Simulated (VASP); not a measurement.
Here is a VASP 6.6.1 calculation.

File INCAR:

```
PREC = Accurate
ENCUT = 520
EDIFF = 1E-6
ISMEAR = 0
SIGMA = 0.1
LREAL = Auto
LASPH = True
NELM = 80
ALGO = Normal
ISIF = 2
LWAVE = False
LCHARG = False
GGA = PS
NBANDS = 66
ISYM = 0
```

The input KPOINTS:

```
Automatic mesh
0
Gamma
  2 2 2
  0.5 0.5 0.5
```

Contents of POSCAR:

```
AlInGaBAs4
1.0
   -5.4816837985      5.4899379294     -0.0780459874
   -5.4885833660     -0.0849455550      5.5289311998
    0.1232988473      5.5351907893      5.5672844922
B Al Ga As In
2 2 2 8 2
Direct
    0.9961768560      0.0037029867      0.5019108673
    0.4989200670      1.0045100634      0.5039297126
    0.5028415570      0.0009420748     -0.0020607690
    0.0003290706      0.5040188990      1.0021993032
    0.9991450634      0.4977750233      0.5026227834
    0.5006288726      0.5003397700      0.4982960933
    0.8535418314      0.8891153295      0.4043683464
    0.3588778012      0.8936504715      0.3907915561
    0.8844091189      0.3417770420      0.3846842684
    0.8810225949      0.8821670436      0.8298737945
    0.3805113617      0.3360413069      0.3974472802
    0.3943212002      0.8994872993      0.8270770420
    0.8844166985      0.3840920541      0.8666746557
    0.3685748026      0.3695533235      0.8658624749
    0.9984992241     -0.0055384116      0.0040657069
    0.4946375125      0.5046663552      1.0029417870
```

Potentials or basis: VASP PAW PBE potentials, release 64 (B, Al, Ga_d, As, In_d).

Command:

```sh
$ cat potpaw_PBE.64/B/POTCAR potpaw_PBE.64/Al/POTCAR potpaw_PBE.64/Ga_d/POTCAR potpaw_PBE.64/As/POTCAR potpaw_PBE.64/In_d/POTCAR > POTCAR
$ mpirun -np 1 vasp_std > vasp.out
```

(1) Predict the largest force.

(2) Predict the pressure.

(3) Estimate the band gap on the k mesh.

Results:

(1) 0.043 eV/Å.

(2) 0.3 GPa.

(3) 0.70 eV, direct.

Caveat: the PAW data sets were made with another functional, which shifts forces and pressure a little; spin-orbit coupling is left out, which moves the levels of the heavy elements.
